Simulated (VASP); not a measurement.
# MgO in VASP: further runs

Runs on MgO. Level: PBE. Tasks: single point.

Program: VASP 6.6.1. These are calculated values, not measurements. Logs are shortened: lines on timing, memory, paths and dates and some standing lists are left out, and cuts for length are marked.

## Step 1: The cell of the first run

The structure is cubic, space group F-43m (No. 216). Conventional cell: a = 4.703 Å, b = 4.703 Å, c = 4.703 Å, α = 90.00°, β = 90.00°, γ = 90.00°. Within 2.7 Å of Mg (site symmetry -43m) lie 4 O at 2.04 Å. Within 2.7 Å of O (site symmetry -43m) lie 4 Mg at 2.04 Å.

## Step 2: Single point, PBE

Input file INCAR:

```
  ALGO = Normal
  EDIFF = 1E-7
  ENCUT = 520
  GGA = PE
  ISIF = 2
  ISMEAR = -1
  LASPH = T
  LCHARG = T
  LELF = T
  LREAL = F
  LVHAR = T
  LWAVE = F
  NBANDS = 11
  NELM = 100
  PREC = Accurate
  SIGMA = 0.05
```

Input file KPOINTS:

```
k-points
0
Gamma
  10 10 10
```

Input file POSCAR:

```
MgO
1.0
    0.0000000000      2.3513903066      2.3513903066
    2.3513903066      0.0000000000      2.3513903066
    2.3513903066      2.3513903066      0.0000000000
Mg O
1 1
Direct
    0.5000000000      0.5000000000      0.5000000000
    0.7500000000      0.7500000000      0.7500000000
```

Potentials or basis: VASP PAW PBE potentials, release 64 (Mg, O).

Started as:

```sh
$ cat potpaw_PBE.64/Mg/POTCAR potpaw_PBE.64/O/POTCAR > POTCAR
$ mpirun -np 1 vasp_std > vasp.out
```

OUTCAR:

```text
EDIFF = 1E-7
   ENCUT = 520
   GGA = PE
   ISIF = 2
   ISMEAR = -1
   LASPH = T
   LREAL = F
   NELM = 100
   PREC = Accurate

 ion  position               nearest neighbor table
   1  0.500  0.500  0.500-   2 2.04   2 2.04   2 2.04   2 2.04
   2  0.750  0.750  0.750-   1 2.04   1 2.04   1 2.04   1 2.04

  LATTYP: Found a face centered cubic cell.
 ALAT       =     4.7027806132

  Lattice vectors:

 A1 = (   0.0000000000,   2.3513903066,   2.3513903066)
 A2 = (   2.3513903066,   0.0000000000,   2.3513903066)
 A3 = (   2.3513903066,   2.3513903066,   0.0000000000)

Analysis of symmetry for initial positions (statically):
=====================================================================
 Subroutine PRICEL returns:
 Original cell was already a primitive cell.

 Routine SETGRP: Setting up the symmetry group for a
 face centered cubic supercell.

 Subroutine GETGRP returns: Found 24 space group operations
 (whereof 24 operations were pure point group operations)
 out of a pool of 48 trial point group operations.

The static configuration has the point symmetry T_d .

Analysis of symmetry for dynamics (positions and initial velocities):
=====================================================================
 Subroutine PRICEL returns:
 Original cell was already a primitive cell.

 Routine SETGRP: Setting up the symmetry group for a
 face centered cubic supercell.

 Subroutine GETGRP returns: Found 24 space group operations
 (whereof 24 operations were pure point group operations)
 out of a pool of 48 trial point group operations.

The dynamic configuration has the point symmetry T_d .

 Subroutine INISYM returns: Found 24 space group operations
 (whereof 24 operations are pure point group operations),
 and found     1 'primitive' translations

----------------------------------------------------------------------------------------

                                     Primitive cell

  volume of cell :      26.0018

  direct lattice vectors                    reciprocal lattice vectors
     0.000000000  2.351390307  2.351390307    -0.212640155  0.212640155  0.212640155
     2.351390307  0.000000000  2.351390307     0.212640155 -0.212640155  0.212640155
     2.351390307  2.351390307  0.000000000     0.212640155  0.212640155 -0.212640155

  length of vectors
     3.325368062  3.325368062  3.325368062     0.368303553  0.368303553  0.368303553

  position of ions in fractional coordinates (direct lattice)
     0.500000000  0.500000000  0.500000000
     0.750000000  0.750000000  0.750000000

  ion indices of the primitive-cell ions
   primitive index   ion index
                 1           1
                 2           2

----------------------------------------------------------------------------------------

 KPOINTS: k-points

Automatic generation of k-mesh.
 Grid dimensions read from file:
 generate k-points for:   10   10   10

 Generating k-lattice:

  Cartesian coordinates                     Fractional coordinates (reciprocal lattice)
    -0.021264016  0.021264016  0.021264016     0.100000000  0.000000000  0.000000000
     0.021264016 -0.021264016  0.021264016     0.000000000  0.100000000  0.000000000
     0.021264016  0.021264016 -0.021264016     0.000000000  0.000000000  0.100000000

  Length of vectors
     0.036830355  0.036830355  0.036830355

  Shift w.r.t. Gamma in fractional coordinates (k-lattice)
     0.000000000  0.000000000  0.000000000

 Subroutine IBZKPT returns following result:
 ===========================================

 Found     47 irreducible k-points:

 Following reciprocal coordinates:
            Coordinates               Weight
  0.000000  0.000000  0.000000      1.000000
  0.100000  0.000000  0.000000      8.000000
  0.200000  0.000000  0.000000      8.000000
  0.300000  0.000000  0.000000      8.000000
  0.400000  0.000000  0.000000      8.000000
  0.500000  0.000000  0.000000      4.000000
[... 16 lines left out ...]
  0.300000  0.300000  0.000000      6.000000
  0.400000  0.300000  0.000000     24.000000
 [... further k-points ...]
   k-points           NKPTS =     47   k-points in BZ     NKDIM =     47   number of bands    NBANDS=     11
   number of dos      NEDOS =    301   number of ions     NIONS =      2
   total plane-waves  NPLWV =  21952
   dimension x,y,z NGX =    28 NGY =   28 NGZ =   28
   dimension x,y,z NGXF=    56 NGYF=   56 NGZF=   56
   ions per type =               1   1
   NGX,Y,Z   is equivalent  to a cutoff of  14.00, 14.00, 14.00 a.u.
   NGXF,Y,Z  is equivalent  to a cutoff of  28.00, 28.00, 28.00 a.u.
 SYSTEM =  unknown system
   PREC   = accura    normal or accurate (medium, high low for compatibility)
   ISTART =      0    job   : 0-new  1-cont  2-samecut
   ICHARG =      2    charge: 1-file 2-atom 10-const
   ISPIN  =      1    spin polarized calculation?
   LNONCOLLINEAR =      F non collinear calculations
   LSORBIT =      F    spin-orbit coupling
   LASPH  =      T    aspherical Exc in radial PAW
   ENCUT  =  520.0 eV  38.22 Ry    6.18 a.u.   6.18  6.18  6.18*2*pi/ulx,y,z
   NELM   =    100;   NELMIN=  2; NELMDL= -5     # of ELM steps
   EDIFF  = 0.1E-06   stopping-criterion for ELM
   LREAL  =      F    real-space projection
   EDIFFG = 0.1E-05   stopping-criterion for IOM
   NSW    =      0    number of steps for IOM
   IBRION =     -1    ionic relax: 0-MD 1-quasi-New 2-CG
   NFREE  =      0    steps in history (QN), initial steepest desc. (CG)
   ISIF   =      2    stress and relaxation
   ISYM   =      2    0-nonsym 1-usesym 2-fastsym
   POTIM  = 0.5000    time-step for ionic-motion
   TEBEG  =    0.0;   TEEND  =   0.0 temperature during run
   PSTRESS=    0.0 pullay stress
   NELECT =       8.0000    total number of electrons
   NUPDOWN=      -1.0000    fix difference up-down
   EMIN   =  10.00;   EMAX   =-10.00  energy-range for DOS
   EFERMI =   0.00;   METHOD = LEGACY
   ISMEAR =    -1;   SIGMA  =   0.05  broadening in eV -4-tet -1-fermi 0-gaus
   EFERMI_NEDOS =   21; number of points for ismear=-14 and -15
   IALGO  =     38    algorithm
   IMIX   =      4    mixing-type and parameters
     AMIX     =   0.40;   BMIX     =  1.00
     AMIX_MAG =   1.60;   BMIX_MAG =  1.00
  volume/ion in A,a.u.               =      13.00        87.73
  Fermi-wavevector in a.u.,A,eV,Ry     =   1.105190  2.088505 16.618754  1.221444
  Thomas-Fermi vector in A             =   2.241673
   LORBIT       =      0    0 simple, 1 ext, 2 COOP (PROOUT), +10 PAW based schemes
   GGA     = PE    functional components
   LHFCALC =     F    Hartree Fock is set to
   AEXX    =    0.0000 exact exchange contribution
   IVDW    =     0    specifies the selected vdW correction
   LEPSILON=     F    determine dielectric tensor
   LRPA    =     F    only Hartree local field effects (RPA)
 non-spin polarized calculation
  energy-cutoff  :      520.00
  volume of cell :       26.00
 maximum number of plane-waves:       725
 NGX is ok and might be reduce to    28
   NGX = 13   NGY = 13   NGZ = 13

 number of electron       7.9999999 magnetization

 Free energy of the ion-electron system (eV)
  ---------------------------------------------------
  ext. energy  EPLUGINS =         0.00000000
  ---------------------------------------------------
  free energy    TOTEN  =       -11.67028610 eV

  energy without entropy =      -11.67028610  energy(sigma->0) =      -11.67028610

 E-fermi :   1.4507     XC(G=0):  -9.3419

 val. band max:        0.3466150356   @ k =   0.0000   0.0000   0.0000
 cond. band min:       3.4999619413   @ k =   0.0000   0.0000   0.0000
 fundamental gap:      3.1533469057
 Fermi energy:         1.4507119358

 k-point     1 :       0.0000    0.0000    0.0000
  band No.  band energies     occupation
      1     -15.3095      2.00000
      2       0.3466      2.00000
      3       0.3466      2.00000
      4       0.3466      2.00000
      5       3.5000      0.00000
      6      16.1899      0.00000
      7      16.1899      0.00000
      8      16.1899      0.00000
      9      19.7628      0.00000
     10      19.7629      0.00000
     11      19.7721      0.00000

 k-point     2 :       0.1000    0.0000    0.0000
  band No.  band energies     occupation
      1     -15.2600      2.00000
      2      -0.1089      2.00000
      3       0.3287      2.00000
      4       0.3287      2.00000
      5       4.0453      0.00000
      6      15.3388      0.00000
      7      16.1873      0.00000
      8      16.1873      0.00000
      9      18.4446      0.00000
     10      18.4446      0.00000
     11      19.2451      0.00000

 k-point     3 :       0.2000    0.0000    0.0000
  band No.  band energies     occupation
      1     -15.1279      2.00000
      2      -0.9621      2.00000
      3       0.2827      2.00000
      4       0.2827      2.00000
      5       5.1646      0.00000
      6      13.6425      0.00000
      7      15.7596      0.00000
      8      15.7596      0.00000
      9      18.2467      0.00000
     10      18.2467      0.00000
     11      18.7166      0.00000

 k-point     4 :       0.3000    0.0000    0.0000
  band No.  band energies     occupation
      1     -14.9584      2.00000
      2      -1.7445      2.00000
      3       0.2272      2.00000
      4       0.2272      2.00000
      5       6.3956      0.00000
      6      11.9123      0.00000
      7      15.0159      0.00000
      8      15.0159      0.00000
      9      18.5528      0.00000
     10      19.0841      0.00000
     11      19.0841      0.00000
[... 239 lines left out ...]
 k-point    22 :      -0.2000    0.2000    0.0000
  band No.  band energies     occupation
      1     -14.9027      2.00000
      2      -1.6108      2.00000
      3      -0.3004      2.00000
      4       0.2567      2.00000
      5       6.8179      0.00000
      6      12.1951      0.00000
      7      13.1359      0.00000
      8      15.2539      0.00000
      9      17.9018      0.00000
     10      19.8608      0.00000
     11      21.9061      0.00000

 k-point    23 :       0.3000    0.3000    0.0000
  band No.  band energies     occupation
      1     -14.8496      2.00000
      2      -1.5546      2.00000
      3      -0.1232      2.00000
      4      -0.1232      2.00000
      5       6.4922      0.00000
      6      11.9753      0.00000
      7      13.5330      0.00000
      8      15.7989      0.00000
      9      15.7989      0.00000
     10      22.0688      0.00000
     11      22.2103      0.00000

 k-point    24 :       0.4000    0.3000    0.0000
  band No.  band energies     occupation
      1     -14.7401      2.00000
      2      -1.7647      2.00000
      3      -0.3058      2.00000
      4      -0.1919      2.00000
      5       6.8203      0.00000
      6      11.5195      0.00000
      7      13.1201      0.00000
      8      15.7086      0.00000
      9      16.0627      0.00000
     10      21.9983      0.00000
     11      22.8119      0.00000

 [... further k-points ...]
[... 5 lines left out ...]
  --------------------------------------------------------------------------------------
  -------------------------------------------------------------------------------------
  Total       -1.0240465     -1.0240465     -1.0240465     -0.0000000     -0.0000000     -0.0000000
  in kB      -63.0995227    -63.0995227    -63.0995227     -0.0000000     -0.0000000     -0.0000000
  external PRESSURE =     -63.0995227 kB  Pullay stress =       0.0000000 kB

 VOLUME and BASIS-vectors are now :
 -----------------------------------------------------------------------------
  energy-cutoff  :      520.00
  volume of cell :       26.00
      direct lattice vectors                 reciprocal lattice vectors
     0.000000000  2.351390307  2.351390307    -0.212640155  0.212640155  0.212640155
     2.351390307  0.000000000  2.351390307     0.212640155 -0.212640155  0.212640155
     2.351390307  2.351390307  0.000000000     0.212640155  0.212640155 -0.212640155

 POSITION                                       TOTAL-FORCE (eV/Angst)
 -----------------------------------------------------------------------------------
      2.35139      2.35139      2.35139         0.000000     -0.000000     -0.000000
      3.52709      3.52709      3.52709        -0.000000      0.000000      0.000000
 -----------------------------------------------------------------------------------
    total drift:                               -0.000000     -0.000000     -0.000000

  FREE ENERGIE OF THE ION-ELECTRON SYSTEM (eV)
  ---------------------------------------------------
  free  energy   TOTEN  =       -11.6702860963 eV

  energy  without entropy=      -11.6702860963  energy(sigma->0) =      -11.67028610
```

Run time: 21 s. Hardware: 1 thread of Intel Xeon Platinum 8488C (Sapphire Rapids), shared host; peak memory 0.16 GiB.

Results:

```yaml
Free_energy: -11.6703 eV
Pressure: -6.3 GPa
Band_gap_on_the_k_mesh: 3.15 eV, direct
```

Levels at points of the mesh, in eV from the valence-band top:
```tsv
k point	band 2	band 3	band 4	band 5	band 6	band 7
(0.00, 0.00, 0.00)	0.00	0.00	0.00	3.15	15.84	15.84
(0.50, 0.00, 0.00)	-2.81	-0.18	-0.18	8.15	9.02	13.95
(0.50, 0.50, 0.00)	-2.32	-0.70	-0.70	6.04	11.08	12.86
```

A hybrid or GW would open this gap; PBE tends to underestimate it.

## Step 3: Single point, PBE (atoms moved at random)

Input file INCAR:

```
SYSTEM = MgO
PREC     = Accurate       ! precision mode
ENCUT    = 520            ! plane-wave cutoff, eV
EDIFF    = 1E-6           ! SCF threshold, eV
ISMEAR   = -1             ! smearing method
SIGMA    = 0.05           ! smearing width, eV
LREAL    = .False.        ! projectors in reciprocal space
LASPH    = .True.         ! aspherical terms in the spheres
NELM     = 60             ! most SCF steps
ALGO     = Normal         ! electronic algorithm
ISIF     = 2              ! what is computed and relaxed
LWAVE    = .False.        ! write WAVECAR
LCHARG   = .True.         ! write CHGCAR
GGA      = PE             ! functional
LELF     = .True.         ! ELF
LVHAR    = .True.       
NBANDS   = 11             ! bands
```

Input file KPOINTS:

```
regular mesh
0
Gamma
  10 10 10
  0 0 0
```

Input file POSCAR:

```
MgO
1.0
    0.0000000000      2.3061600000      2.3061600000
    2.3061600000      0.0000000000      2.3061600000
    2.3061600000      2.3061600000      0.0000000000
Mg O
1 1
Direct
    0.5007970000      0.4766090000      0.5191720000
    0.7498850000      0.7483490000      0.7520530000
```

Potentials or basis: VASP PAW PBE potentials, release 64 (Mg, O).

Started as:

```sh
$ cat potpaw_PBE.64/Mg/POTCAR potpaw_PBE.64/O/POTCAR > POTCAR
$ mpirun -np 1 vasp_std > vasp.out
```

Wall time 62 s (1 thread of Intel Xeon Platinum 8488C (Sapphire Rapids), shared host); peak memory 0.26 GiB.

The run converged. Its results:

| Property | Result |
| --- | --- |
| Free energy | -11.6832 eV |
| Pressure | -0.1 GPa |
| Largest force | 0.578 eV/Å |
| Band gap on the k mesh | 3.39 eV, direct |

Forces in eV/Å, atoms in the order of the input:
```
Mg   0.163 -0.366  0.416
O   -0.163  0.366 -0.416
```

Stress tensor (GPa, compression positive):
```
 0.05 -2.21  1.94
-2.21 -0.12 -0.81
 1.94 -0.81 -0.18
```

Levels at points of the mesh, in eV from the valence-band top:
| k point | band 2 | band 3 | band 4 | band 5 | band 6 | band 7 |
| --- | --- | --- | --- | --- | --- | --- |
| (0.00, 0.00, 0.00) | -0.15 | -0.06 | 0.00 | 3.39 | 16.39 | 16.40 |
| (0.50, 0.00, 0.00) | -3.02 | -0.30 | -0.21 | 8.49 | 9.37 | 14.29 |
| (0.00, 0.50, 0.00) | -3.05 | -0.22 | -0.19 | 8.40 | 9.36 | 14.29 |
| (0.00, 0.00, 0.50) | -3.00 | -0.32 | -0.26 | 8.56 | 9.38 | 14.31 |
| (0.50, 0.50, 0.50) | -3.02 | -0.30 | -0.21 | 8.51 | 9.37 | 14.29 |
| (0.50, 0.50, 0.00) | -2.51 | -0.84 | -0.75 | 6.11 | 11.32 | 13.57 |
| (0.00, 0.50, 0.50) | -2.51 | -0.80 | -0.78 | 6.11 | 11.31 | 13.56 |
| (0.50, 0.00, 0.50) | -2.51 | -0.83 | -0.76 | 6.11 | 11.32 | 13.56 |

Caveat: the cell differs from its parent crystal (atoms moved at random).
